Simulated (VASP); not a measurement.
PbSe, 4 atoms in the cell. It takes space group P6_3/mmc (No. 194, hexagonal). The conventional cell has a = 5.309 Å, b = 5.309 Å, c = 6.384 Å, α = 90.00°, β = 90.00°, γ = 120.00°. Pb (site symmetry -6m2) has 5 Se at 3.07 to 3.19 Å within 4.0 Å. Within 4.0 Å of Se (site symmetry -6m2) lie 5 Pb at 3.07 to 3.19 Å.  This cell differs from its parent crystal: volume changed by +6%.

```yaml
Program: VASP 6.6.1
Task: single point
Functional: PBE
Potentials_or_basis: VASP PAW PBE potentials, release 64 (Pb_d, Se)
Cutoff: 520 eV
k_mesh: 6 × 6 × 4
Occupations: gaussian, width 0.01 eV
Spin: no spin polarisation
Dipole_correction: no
Further_INCAR_settings: ALGO = Normal; EDIFF = 1e-06; NBANDS = 28
```

Potentials or basis: VASP PAW PBE potentials, release 64 (Pb_d, Se).

The run is started by

```bash
$ cat potpaw_PBE.64/Pb_d/POTCAR potpaw_PBE.64/Se/POTCAR > POTCAR
$ mpirun -np 1 vasp_std > vasp.out
```

Hardware: 1 thread of Intel(R) Xeon(R) Platinum 8559C (Emerald Rapids), with other jobs on the host.

**Question.** Estimate the wall time of this run.

**Answer.** It took 41 s on 1 thread of Intel(R) Xeon(R) Platinum 8559C (Emerald Rapids), on a shared host, peak memory 0.29 GiB. Counts: scf iterations 14, k points 21.
